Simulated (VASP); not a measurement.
# TaN (Cmmm) in VASP: single point with PBE

Aim: the single point of TaN with PBE.

Program: VASP 6.6.1. These are calculated values, not measurements. Logs are shortened: lines on timing, memory, paths and dates and some standing lists are left out, and cuts for length are marked.

## Step 1: The cell of the first run

It takes space group Cmmm (No. 65, orthorhombic). Conventional cell: a = 5.316 Å, b = 8.896 Å, c = 2.869 Å, α = 90.00°, β = 90.00°, γ = 90.00°. Ta (site symmetry mmm) has 6 N at 2.59 to 2.66 Å and 6 Ta at 2.87 to 2.96 Å within 3.4 Å. Within 2.6 Å of Ta (site symmetry m2m) lie 6 N at 1.99 to 2.35 Å. Within 3.1 Å of N (site symmetry mmm) lie 6 Ta at 2.35 to 2.66 Å and 6 N at 2.59 to 2.87 Å. N (site symmetry 2/m) has 6 Ta at 1.99 to 2.59 Å and 2 N at 2.59 Å within 2.6 Å.

## Step 2: Single point, PBE

The input, INCAR:

```
SYSTEM = TaN
PREC = Accurate
ENCUT = 520
EDIFF = 1E-6
ISMEAR = 0
SIGMA = 0.1
LREAL = .False.
LASPH = .True.
NELM = 100
ALGO = Normal
ISIF = 2
LWAVE = .False.
LCHARG = .False.
GGA = PE
NBANDS = 33
```

The input, KPOINTS:

```
regular mesh
0
Gamma
  4 4 6
  0 0 0
```

The input, POSCAR:

```
TaN
1.0
    2.6582266300     -4.4479557200      0.0000000000
    2.6582266300      4.4479557200      0.0000000000
    0.0000000000      0.0000000000      2.8685001300
Ta N
3 3
Direct
    0.0000000000      0.0000000000      0.0000000000
    0.7089308000      0.2910692000      0.5000000000
    0.2910692000      0.7089308000      0.5000000000
    0.5000000000      0.5000000000      0.0000000000
    0.0000000000      0.5000000000      0.0000000000
    0.5000000000      0.0000000000      0.0000000000
```

Potentials or basis: VASP PAW PBE potentials, release 64 (Ta_pv, N).

The run is started by

```console
cat potpaw_PBE.64/Ta_pv/POTCAR potpaw_PBE.64/N/POTCAR > POTCAR
mpirun -np 1 vasp_std > vasp.out
```

OUTCAR:

```text
SYSTEM = TaN
   PREC = Accurate
   ENCUT = 520
   EDIFF = 1E-6
   ISMEAR = 0
   LREAL = .False.
   LASPH = .True.
   NELM = 100
   ISIF = 2
   GGA = PE

 ion  position               nearest neighbor table
   1  0.000  0.000  0.000-   5 2.59   6 2.59   5 2.59   6 2.59   4 2.66   4 2.66   3 2.96   3 2.96
                             2 2.96   2 2.96   3 3.55   2 3.55   3 3.55   2 3.55   3 3.55   2 3.55
   2  0.709  0.291  0.500-   5 1.99   6 1.99   5 1.99   6 1.99   4 2.35   4 2.35   3 2.76   3 2.76
                             1 2.96   1 2.96   1 3.55   1 3.55   1 3.55   1 3.55
   3  0.291  0.709  0.500-   5 1.99   6 1.99   5 1.99   6 1.99   4 2.35   4 2.35   2 2.76   2 2.76
                             1 2.96   1 2.96   1 3.55   1 3.55   1 3.55   1 3.55
   4  0.500  0.500  0.000-   2 2.35   3 2.35   2 2.35   3 2.35   1 2.66   1 2.66
   5  0.000  0.500  0.000-   2 1.99   3 1.99   2 1.99   3 1.99   1 2.59   1 2.59
   6  0.500  0.000  0.000-   2 1.99   3 1.99   2 1.99   3 1.99   1 2.59   1 2.59

  LATTYP: Found a base centered orthorhombic cell.
 ALAT       =     5.3164532600
 B/A-ratio  =     1.6732793471
 C/A-ratio  =     0.5395514622

  Lattice vectors:

 A1 = (   2.6582266300,  -4.4479557200,   0.0000000000)
 A2 = (   2.6582266300,   4.4479557200,   0.0000000000)
 A3 = (   0.0000000000,   0.0000000000,   2.8685001300)

Analysis of symmetry for initial positions (statically):
=====================================================================
 Subroutine PRICEL returns:
 Original cell was already a primitive cell.

 Routine SETGRP: Setting up the symmetry group for a
 base centered orthorhombic supercell.

 Subroutine GETGRP returns: Found  8 space group operations
 (whereof  8 operations were pure point group operations)
 out of a pool of  8 trial point group operations.

The static configuration has the point symmetry D_2h.

Analysis of symmetry for dynamics (positions and initial velocities):
=====================================================================
 Subroutine PRICEL returns:
 Original cell was already a primitive cell.

 Routine SETGRP: Setting up the symmetry group for a
 base centered orthorhombic supercell.

 Subroutine GETGRP returns: Found  8 space group operations
 (whereof  8 operations were pure point group operations)
 out of a pool of  8 trial point group operations.

The dynamic configuration has the point symmetry D_2h.

 Subroutine INISYM returns: Found  8 space group operations
 (whereof  8 operations are pure point group operations),
 and found     1 'primitive' translations

----------------------------------------------------------------------------------------

                                     Primitive cell

  volume of cell :      67.8324

  direct lattice vectors                    reciprocal lattice vectors
     2.658226630 -4.447955720  0.000000000     0.188095324 -0.112411191  0.000000000
     2.658226630  4.447955720  0.000000000     0.188095324  0.112411191  0.000000000
     0.000000000  0.000000000  2.868500130     0.000000000  0.000000000  0.348614243

  length of vectors
     5.181744774  5.181744774  2.868500130     0.219125824  0.219125824  0.348614243

  position of ions in fractional coordinates (direct lattice)
     0.000000000  0.000000000  0.000000000
     0.708930800  0.291069200  0.500000000
     0.291069200  0.708930800  0.500000000
     0.500000000  0.500000000  0.000000000
     0.000000000  0.500000000  0.000000000
     0.500000000  0.000000000  0.000000000

  ion indices of the primitive-cell ions
   primitive index   ion index
                 1           1
                 2           2
                 3           3
                 4           4
                 5           5
                 6           6

----------------------------------------------------------------------------------------

 KPOINTS: regular mesh

Automatic generation of k-mesh.
 Grid dimensions read from file:
 generate k-points for:    4    4    6

 Generating k-lattice:

  Cartesian coordinates                     Fractional coordinates (reciprocal lattice)
     0.047023831 -0.028102798  0.000000000     0.250000000  0.000000000  0.000000000
     0.047023831  0.028102798  0.000000000     0.000000000  0.250000000  0.000000000
     0.000000000  0.000000000  0.058102374     0.000000000  0.000000000  0.166666667

  Length of vectors
     0.054781456  0.054781456  0.058102374

  Shift w.r.t. Gamma in fractional coordinates (k-lattice)
     0.000000000  0.000000000  0.000000000

 Subroutine IBZKPT returns following result:
 ===========================================

 Found     28 irreducible k-points:

 Following reciprocal coordinates:
            Coordinates               Weight
  0.000000  0.000000  0.000000      1.000000
  0.250000 -0.000000  0.000000      4.000000
  0.500000 -0.000000  0.000000      2.000000
  0.250000  0.250000  0.000000      2.000000
  0.500000  0.250000  0.000000      4.000000
 -0.250000  0.250000  0.000000      2.000000
[... 16 lines left out ...]
  0.250000 -0.000000  0.500000      4.000000
  0.500000 -0.000000  0.500000      2.000000
 [... further k-points ...]
   k-points           NKPTS =     28   k-points in BZ     NKDIM =     28   number of bands    NBANDS=     33
   number of dos      NEDOS =    301   number of ions     NIONS =      6
   total plane-waves  NPLWV =  38400
   dimension x,y,z NGX =    40 NGY =   40 NGZ =   24
   dimension x,y,z NGXF=    80 NGYF=   80 NGZF=   48
   ions per type =               3   3
   NGX,Y,Z   is equivalent  to a cutoff of  12.83, 12.83, 13.91 a.u.
   NGXF,Y,Z  is equivalent  to a cutoff of  25.67, 25.67, 27.82 a.u.
 SYSTEM =  TaN
   PREC   = accura    normal or accurate (medium, high low for compatibility)
   ISTART =      0    job   : 0-new  1-cont  2-samecut
   ICHARG =      2    charge: 1-file 2-atom 10-const
   ISPIN  =      1    spin polarized calculation?
   LNONCOLLINEAR =      F non collinear calculations
   LSORBIT =      F    spin-orbit coupling
   LASPH  =      T    aspherical Exc in radial PAW
   ENCUT  =  520.0 eV  38.22 Ry    6.18 a.u.   9.63  9.63  5.33*2*pi/ulx,y,z
   NELM   =    100;   NELMIN=  2; NELMDL= -5     # of ELM steps
   EDIFF  = 0.1E-05   stopping-criterion for ELM
   LREAL  =      F    real-space projection
   EDIFFG = 0.1E-04   stopping-criterion for IOM
   NSW    =      0    number of steps for IOM
   IBRION =     -1    ionic relax: 0-MD 1-quasi-New 2-CG
   NFREE  =      0    steps in history (QN), initial steepest desc. (CG)
   ISIF   =      2    stress and relaxation
   ISYM   =      2    0-nonsym 1-usesym 2-fastsym
   POTIM  = 0.5000    time-step for ionic-motion
   TEBEG  =    0.0;   TEEND  =   0.0 temperature during run
   PSTRESS=    0.0 pullay stress
   NELECT =      48.0000    total number of electrons
   NUPDOWN=      -1.0000    fix difference up-down
   EMIN   =  10.00;   EMAX   =-10.00  energy-range for DOS
   EFERMI =   0.00;   METHOD = LEGACY
   ISMEAR =     0;   SIGMA  =   0.10  broadening in eV -4-tet -1-fermi 0-gaus
   EFERMI_NEDOS =   21; number of points for ismear=-14 and -15
   IALGO  =     38    algorithm
   IMIX   =      4    mixing-type and parameters
     AMIX     =   0.40;   BMIX     =  1.00
     AMIX_MAG =   1.60;   BMIX_MAG =  1.00
  volume/ion in A,a.u.               =      11.31        76.29
  Fermi-wavevector in a.u.,A,eV,Ry     =   1.458846  2.756819 28.956352  2.128232
  Thomas-Fermi vector in A             =   2.575483
   LORBIT       =      0    0 simple, 1 ext, 2 COOP (PROOUT), +10 PAW based schemes
   GGA     = PE    functional components
   LHFCALC =     F    Hartree Fock is set to
   AEXX    =    0.0000 exact exchange contribution
   IVDW    =     0    specifies the selected vdW correction
   LEPSILON=     F    determine dielectric tensor
   LRPA    =     F    only Hartree local field effects (RPA)
 non-spin polarized calculation
 Gauss-broadening in eV      SIGMA  =   0.10
  energy-cutoff  :      520.00
  volume of cell :       67.83
 maximum number of plane-waves:      1840
 NGX is ok and might be reduce to    40
   NGX = 19   NGY = 19   NGZ = 11

 number of electron      47.9999997 magnetization

 Free energy of the ion-electron system (eV)
  ---------------------------------------------------
  ext. energy  EPLUGINS =         0.00000000
  ---------------------------------------------------
  free energy    TOTEN  =       -61.24542358 eV

  energy without entropy =      -61.22807391  energy(sigma->0) =      -61.23674875

 E-fermi :   7.8925     XC(G=0): -12.9887

 val. band max:        7.8909570812   @ k =   0.2500  -0.0000   0.1667
 cond. band min:       7.9394064448   @ k =   0.5000   0.2500   0.0000
 fundamental gap:      0.0484493636
 Fermi energy:         7.8925238171

 k-point     1 :       0.0000    0.0000    0.0000
  band No.  band energies     occupation
      1     -28.5933      2.00000
      2     -27.9380      2.00000
      3     -27.7396      2.00000
      4     -27.4955      2.00000
      5     -27.3541      2.00000
      6     -27.2795      2.00000
[... 25 lines left out ...]
     32      11.4460      0.00000
     33      12.1626      0.00000

 k-point     2 :       0.2500   -0.0000    0.0000
  band No.  band energies     occupation
      1     -28.4498      2.00000
      2     -27.9145      2.00000
      3     -27.7372      2.00000
      4     -27.6201      2.00000
      5     -27.3423      2.00000
      6     -27.3209      2.00000
[... 25 lines left out ...]
     32      11.4663      0.00000
     33      11.6571      0.00000
[... 754 lines left out ...]
     32      12.5788      0.00000
     33      12.9134      0.00000

 k-point    24 :       0.5000   -0.0000    0.5000
  band No.  band energies     occupation
      1     -28.3580      2.00000
      2     -28.2825      2.00000
      3     -27.8722      2.00000
      4     -27.8395      2.00000
      5     -27.6574      2.00000
      6     -27.5479      2.00000
[... 25 lines left out ...]
     32      12.7285      0.00000
     33      13.8613      0.00000

 [... further k-points ...]

------------------------ aborting loop because EDIFF is reached ----------------------------------------

  FORCE on cell =-STRESS in cart. coord.  units (eV):
  Direction    XX          YY          ZZ          XY          YZ          ZX
  --------------------------------------------------------------------------------------
  -------------------------------------------------------------------------------------
  Total       17.7727306      2.8842255     21.0415037      0.0000000      0.0000000      0.0000000
  in kB      419.7854776     68.1243652    496.9927192      0.0000000      0.0000000      0.0000000
  external PRESSURE =     328.3008540 kB  Pullay stress =       0.0000000 kB

 VOLUME and BASIS-vectors are now :
 -----------------------------------------------------------------------------
  energy-cutoff  :      520.00
  volume of cell :       67.83
      direct lattice vectors                 reciprocal lattice vectors
     2.658226630 -4.447955720  0.000000000     0.188095324 -0.112411191  0.000000000
     2.658226630  4.447955720  0.000000000     0.188095324  0.112411191  0.000000000
     0.000000000  0.000000000  2.868500130     0.000000000  0.000000000  0.348614243

 POSITION                                       TOTAL-FORCE (eV/Angst)
 -----------------------------------------------------------------------------------
      0.00000      0.00000      0.00000        -0.000000      0.000000      0.000000
      2.65823     -1.85863      1.43425         0.000000      7.521163      0.000000
      2.65823      1.85863      1.43425         0.000000     -7.521163     -0.000000
      2.65823      0.00000      0.00000         0.000000     -0.000000      0.000000
      1.32911      2.22398      0.00000         0.000000     -0.000000      0.000000
      1.32911     -2.22398      0.00000        -0.000000      0.000000      0.000000
 -----------------------------------------------------------------------------------
    total drift:                                0.000000      0.000000      0.000000

  FREE ENERGIE OF THE ION-ELECTRON SYSTEM (eV)
  ---------------------------------------------------
  free  energy   TOTEN  =       -61.2454235797 eV

  energy  without entropy=      -61.2280739132  energy(sigma->0) =      -61.23674875
```

It took 35 s on 1 thread of Intel Xeon Platinum 8559C (Emerald Rapids), shared host; peak memory 0.21 GiB.

Results:

```
Free energy            : -61.2454 eV
Pressure               : 32.8 GPa
Largest force          : 7.521 eV/Å
Band gap on the k mesh : zero (band 24 reaches 8.15 eV, above the bottom of band 25 at 6.90 eV)
```

Forces in eV/Å, atoms in the order of the input:
```
Ta   0.000  0.000  0.000
Ta   0.000  7.521  0.000
Ta   0.000 -7.521  0.000
N    0.000  0.000  0.000
N    0.000  0.000  0.000
N    0.000  0.000  0.000
```

Caveat: the k points lie up to 0.37 Å⁻¹ apart; spin-orbit coupling is left out, which moves the levels of the heavy elements; forces of over 1 eV/Å act on the atoms, so gaps and moduli don't describe the material at rest.
